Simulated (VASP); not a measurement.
Set up this calculation in VASP 6.6.1, as the native input.

| Property | Result |
| --- | --- |
| Task | single point |
| Functional | PBE |
| Potentials or basis | VASP PAW PBE potentials, release 64 (Ga_d, N) |
| Cutoff | 520 eV |
| k mesh | 10 × 6 × 6 |
| Occupations | gaussian, width 0.02 eV |
| Spin | no spin polarisation |
| Dipole correction | no |
| Further INCAR settings | ALGO = Normal; EDIFF = 1e-07; NBANDS = 46 |

The structure of GaN (hb.eA) lies in POSCAR:

```
GaN
1.0
    3.1048667987      0.0000000000      0.0000000000
    0.0000000000      5.0514917509      0.0000000000
    0.0000000000      0.0000000000      5.7063010533
Ga N
4 4
Direct
    0.5000000000      0.0027758486     -0.0017639822
    1.0000000000      0.5027758486      0.1684225322
    1.0000000000      0.0027758486      0.4982360178
    0.5000000000      0.5027758486      0.6684225322
    0.5000000000      0.6202241514     -0.0057628546
    1.0000000000      0.1202241514      0.1724214046
    1.0000000000      0.6202241514      0.4942371454
    0.5000000000      0.1202241514      0.6724214046
```

The input as run:

INCAR

```
SYSTEM = GaN
ALGO = Normal ; EDIFF = 1E-7
ENCUT = 520 ; GGA = PE
ISIF = 2 ; ISMEAR = 0
LASPH = .TRUE. ; LCHARG = .TRUE.
LELF = .TRUE. ; LREAL = .FALSE.
LVHAR = .TRUE. ; LWAVE = .FALSE.
NBANDS = 46 ; NELM = 100
PREC = Accurate ; SIGMA = 0.02
```

KPOINTS

```
k-points
0
G
  10 6 6
  0 0 0
```

Potentials or basis: VASP PAW PBE potentials, release 64 (Ga_d, N).

Run with:

```bash
$ cat potpaw_PBE.64/Ga_d/POTCAR potpaw_PBE.64/N/POTCAR > POTCAR
$ mpirun -np 1 vasp_std > vasp.out
```

Results of the run:

| Property | Result |
| --- | --- |
| Pressure | 9.4 GPa |
| Largest force | 0.003 eV/Å |
| Band gap on the k mesh | 1.92 eV |

It took 5.4 min on 1 thread of Intel(R) Xeon(R) Platinum 8259CL CPU @ 2.50GHz (Skylake/Cascade Lake), on a shared host, peak memory 0.4 GiB.
